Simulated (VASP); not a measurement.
Here is a VASP 6.6.1 calculation.

The input INCAR:

```
PREC = Accurate
ENCUT = 520
EDIFF = 1E-7
ISMEAR = -1
SIGMA = 0.05
LREAL = Auto
LASPH = True
NELM = 80
ALGO = Normal
ISIF = 2
LWAVE = False
LCHARG = False
GGA = PE
IVDW = 12
NBANDS = 71
```

The input KPOINTS:

```
Automatic mesh
0
Gamma
  1 1 1
```

File POSCAR:

```
H24CO11
1.0
    6.9125170000      0.0000000000      0.0000000000
    0.0000000000      6.9125170000      0.0000000000
    0.0000000000      0.0000000000      6.9125170000
O H C
11 24 1
Direct
    0.0981118744      0.6367723942      0.1530267484
    0.1217067531      0.2633628243      0.8821967454
    0.7157016757      0.7725695286      0.9402942517
    0.4363822903      0.9315130798      0.1247736534
    0.5752463249      0.7766056850      0.5620528673
    0.2438185685      0.5865446696      0.5825085132
    0.4266029292      0.0140469817      0.7670143885
    0.7302549853      0.3657567858      0.8203234799
    0.2237824515      0.1627916430      0.3661763146
    0.9819144025      0.8627971548      0.5224146284
    0.7337558808      0.0675875372      0.2956810088
    0.0864374004      0.7720921337      0.1376054482
    0.1756089714      0.5933149965      0.0338661012
    0.1024084281      0.1871098473      1.0052054845
   -0.0118046726      0.3176845713      0.8537700522
    0.8125549637      0.8814300204      0.8964028588
    0.7759546920      0.7182622480      1.0437298020
    0.4288452383      0.9887715285     -0.0340541658
    0.4793767596      0.8038316578      0.0857719410
    0.5136479230      0.6541611399      0.6016043071
    0.5345664973      0.7718896026      0.4084619249
    0.1635149686      0.4832103849      0.6168664757
    0.1582491587      0.7074412982      0.6220744195
    0.2945236880      0.0542638810      0.7068915708
    0.4755142013     -0.0950883737      0.6767288963
    0.6424577328      0.2565780308      0.8859580382
    0.6690761122      0.4916877600      0.8801714339
    0.1987843213      0.2187770388      0.5005123315
    0.3547188383      0.1609543962      0.3923606987
    1.1028978301      0.9114624962      0.4658939718
    0.8884752110      0.9198096728      0.4213081863
    0.8653577271      0.3428562997      0.2722018622
    0.6062914565      0.0312187297      0.2516304842
    0.5662915549      0.3302125695      0.2681657058
    0.7545442565      0.2828781470      0.4937854041
    0.7217197441      0.2658799971      0.3328888739
```

Potentials or basis: VASP PAW PBE potentials, release 64 (O, H, C).

The run is started by

```sh
$ cat potpaw_PBE.64/O/POTCAR potpaw_PBE.64/H/POTCAR potpaw_PBE.64/C/POTCAR > POTCAR
$ mpirun -np 1 vasp_gam > vasp.out
```

(1) Estimate the band gap on the k mesh.

(2) Estimate the pressure.

Answers

(1) 3.28 eV.

(2) -1.9 GPa.

Caveat: the k points lie up to 0.91 Å⁻¹ apart.
